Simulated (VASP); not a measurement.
# Ba (P6/mmm) in VASP: a series of runs, part 2 of 2

VASP 6.6.1.

## (3) Relaxation of cell and atoms, PBEsol

Contents of INCAR:

```
SYSTEM = Ba
ALGO = Normal ; EDIFF = 1E-7
EDIFFG = -0.01 ; ENCUT = 600
GGA = PS ; IBRION = 2
ISIF = 3 ; ISMEAR = -1
LASPH = .TRUE. ; LCHARG = .FALSE.
LREAL = .FALSE. ; LWAVE = .FALSE.
NELM = 100 ; NSW = 60
PREC = Accurate ; SIGMA = 0.05
```

Contents of KPOINTS:

```
k-points
0
G
  7 7 7
  0 0 0
```

Contents of POSCAR:

```
Ba
1.0
    4.3116136979      0.0000000000      0.0000000000
   -2.1558068490      3.7339669937      0.0000000000
    0.0000000000      0.0000000000      3.9134133000
Ba
1
Direct
    0.0000000000      0.0000000000      0.0000000000
```

Potentials or basis: VASP PAW PBE potentials, release 64 (Ba_sv).

Started as:

```sh
$ cat potpaw_PBE.64/Ba_sv/POTCAR > POTCAR
$ mpirun -np 1 vasp_std > vasp.out
```

OUTCAR:

```text
SYSTEM = Ba
   EDIFF = 1E-7
   EDIFFG = -0.01
   ENCUT = 600
   GGA = PS
   IBRION = 2
   ISIF = 3
   ISMEAR = -1
   LASPH = .TRUE.
   LREAL = .FALSE.
   NELM = 100
   NSW = 60
   PREC = Accurate

 ion  position               nearest neighbor table
   1  0.000  0.000  0.000-

  LATTYP: Found a hexagonal cell.
 ALAT       =     4.3116136979
 C/A-ratio  =     0.9076446950

  Lattice vectors:

 A1 = (   4.3116136979,   0.0000000000,   0.0000000000)
 A2 = (  -2.1558068490,   3.7339669937,   0.0000000000)
 A3 = (   0.0000000000,   0.0000000000,   3.9134133000)

Analysis of symmetry for initial positions (statically):
=====================================================================
 Subroutine PRICEL returns:
 Original cell was already a primitive cell.

 Routine SETGRP: Setting up the symmetry group for a
 hexagonal supercell.

 Subroutine GETGRP returns: Found 24 space group operations
 (whereof 24 operations were pure point group operations)
 out of a pool of 24 trial point group operations.

The static configuration has the point symmetry D_6h.

Analysis of symmetry for dynamics (positions and initial velocities):
=====================================================================
 Subroutine PRICEL returns:
 Original cell was already a primitive cell.

 Routine SETGRP: Setting up the symmetry group for a
 hexagonal supercell.

 Subroutine GETGRP returns: Found 24 space group operations
 (whereof 24 operations were pure point group operations)
 out of a pool of 24 trial point group operations.

The dynamic configuration has the point symmetry D_6h.

 Subroutine INISYM returns: Found 24 space group operations
 (whereof 24 operations are pure point group operations),
 and found     1 'primitive' translations

[... 118 lines left out ...]
   LHFCALC =     F    Hartree Fock is set to
   AEXX    =    0.0000 exact exchange contribution
   IVDW    =     0    specifies the selected vdW correction
   LEPSILON=     F    determine dielectric tensor
   LRPA    =     F    only Hartree local field effects (RPA)
 conjugate gradient relaxation of ions
 non-spin polarized calculation
  energy-cutoff  :      600.00
  volume of cell :       63.00
 maximum number of plane-waves:      2122
 NGX is ok and might be reduce to    36
   NGX = 17   NGY = 17   NGZ = 15

--------------------------------------- Ionic step        1  -------------------------------------------

 number of electron      10.0000000 magnetization

 Free energy of the ion-electron system (eV)
  ---------------------------------------------------
  ext. energy  EPLUGINS =         0.00000000
  ---------------------------------------------------
  free energy    TOTEN  =        -1.96481049 eV

  energy without entropy =       -1.95477614  energy(sigma->0) =       -1.95979332

------------------------ aborting loop because EDIFF is reached ----------------------------------------

  FORCE on cell =-STRESS in cart. coord.  units (eV):
  Direction    XX          YY          ZZ          XY          YZ          ZX
  --------------------------------------------------------------------------------------
  -------------------------------------------------------------------------------------
  Total       -0.3989699     -0.3989699     -0.1189350      0.0000000      0.0000000      0.0000000
  in kB      -10.1457622    -10.1457622     -3.0245040      0.0000000      0.0000000      0.0000000
  external PRESSURE =      -7.7720095 kB  Pullay stress =       0.0000000 kB
[... 197 lines left out ...]
--------------------------------------- Ionic step        7  -------------------------------------------

 number of electron      10.0000000 magnetization

 Free energy of the ion-electron system (eV)
  ---------------------------------------------------
  ext. energy  EPLUGINS =         0.00000000
  ---------------------------------------------------
  free energy    TOTEN  =        -1.98494480 eV

  energy without entropy =       -1.97663033  energy(sigma->0) =       -1.98078757

 E-fermi :   1.9385     XC(G=0):  -7.8689

 val. band max:        1.9213008549   @ k =   0.4286   0.1429   0.2857
 cond. band min:       1.9479875647   @ k =   0.0000   0.0000   0.0000
 fundamental gap:      0.0266867098
 Fermi energy:         1.9384839399

 k-point     1 :       0.0000    0.0000    0.0000
  band No.  band energies     occupation
      1     -26.9975      2.00000
      2     -11.8007      2.00000
      3     -11.8007      2.00000
      4     -11.7463      2.00000
      5      -0.8263      2.00000
      6       1.9480      0.90525
      7       3.7498      0.00000
      8       3.7498      0.00000
      9       7.3149      0.00000
[... 265 lines left out ...]
 k-point    24 :       0.2857    0.2857    0.2857
  band No.  band energies     occupation
      1     -26.8676      2.00000
      2     -12.3250      2.00000
      3     -12.1944      2.00000
      4     -12.1427      2.00000
      5       1.8954      1.40584
      6       2.3900      0.00024
      7       3.8977      0.00000
      8       4.0811      0.00000
      9       4.8034      0.00000

 [... further k-points ...]
[... 5 lines left out ...]
  --------------------------------------------------------------------------------------
  -------------------------------------------------------------------------------------
  Total       -0.0015421     -0.0015421     -0.0007053      0.0000000     -0.0000000      0.0000000
  in kB       -0.0438457     -0.0438457     -0.0200533      0.0000000     -0.0000000      0.0000000
  external PRESSURE =      -0.0359149 kB  Pullay stress =       0.0000000 kB
[... 16 lines left out ...]
  FREE ENERGIE OF THE ION-ELECTRON SYSTEM (eV)
  ---------------------------------------------------
  free  energy   TOTEN  =        -1.9849448044 eV

  energy  without entropy=       -1.9766303280  energy(sigma->0) =       -1.98078757

 reached required accuracy - stopping structural energy minimisation
```

OSZICAR:

```text
N       E                     dE             d eps       ncg     rms          rms(c)
DAV:   1     0.617548593773E+02    0.61755E+02   -0.46541E+03   576   0.103E+03
DAV:   2     0.837726062885E+00   -0.60917E+02   -0.60021E+02   693   0.154E+02
DAV:   3    -0.188926200567E+01   -0.27270E+01   -0.27151E+01   725   0.390E+01
[... 64 lines left out ...]
DAV:   3    -0.198493897322E+01    0.10709E-03   -0.49634E-04   719   0.139E-01    0.897E-03
DAV:   4    -0.198494131493E+01   -0.23417E-05   -0.84507E-06   666   0.195E-02    0.675E-03
DAV:   5    -0.198494465892E+01   -0.33440E-05   -0.17574E-06   821   0.872E-03    0.106E-03
DAV:   6    -0.198494490385E+01   -0.24493E-06   -0.39620E-08   305   0.175E-03    0.671E-04
DAV:   7    -0.198494480439E+01    0.99456E-07   -0.70984E-09   293   0.647E-04
   7 F= -.19849448E+01 E0= -.19807876E+01  d E =-.261757E-03
```

It took 74 s on 1 thread of Intel Xeon Platinum 8488C (Sapphire Rapids), shared host; peak memory 0.21 GiB.

What came out:

```
Free energy                            : -1.9849 eV
Relaxed volume                         : 56.35 Å³/atom
Relaxed cell                           : a = 4.119 Å, b = 4.119 Å, c = 3.835 Å, α = 90.00°, β = 90.00°, γ = 120.00°
Space group after relaxing (to 0.05 Å) : P6/mmm (No. 191)
Energy gained by relaxing              : 20.1 meV/atom
Ionic steps                            : 7
Pressure after relaxing                : 0.0 GPa
Band gap on the k mesh                 : zero (band 5 reaches 2.23 eV, above the bottom of band 6 at 1.79 eV)
```

The path:
```tsv
step	energy change (eV)	largest force (eV/Å)	pressure (GPa)	volume (Å³)
1	0.0000	0.0000	-0.78	63.00
2	-0.0129	0.0000	-0.51	60.25
3	-0.0198	0.0000	-0.11	56.98
4	-0.0199	0.0000	-0.04	56.56
5	-0.0199	0.0000	-0.06	56.69
6	-0.0201	0.0000	-0.02	56.45
7	-0.0201	0.0000	0.00	56.35
```

Final structure:
```xyz
1
Lattice="4.1191 0.0000 0.0000 -2.0595 3.5672 0.0000 0.0000 0.0000 3.8349" Properties=species:S:1:pos:R:3 pbc="T T T"
Ba    0.0000    0.0000    0.0000
```

Caveat: the PAW data sets were made with another functional, which shifts forces and pressure a little; spin-orbit coupling is left out, which moves the levels of the heavy elements.
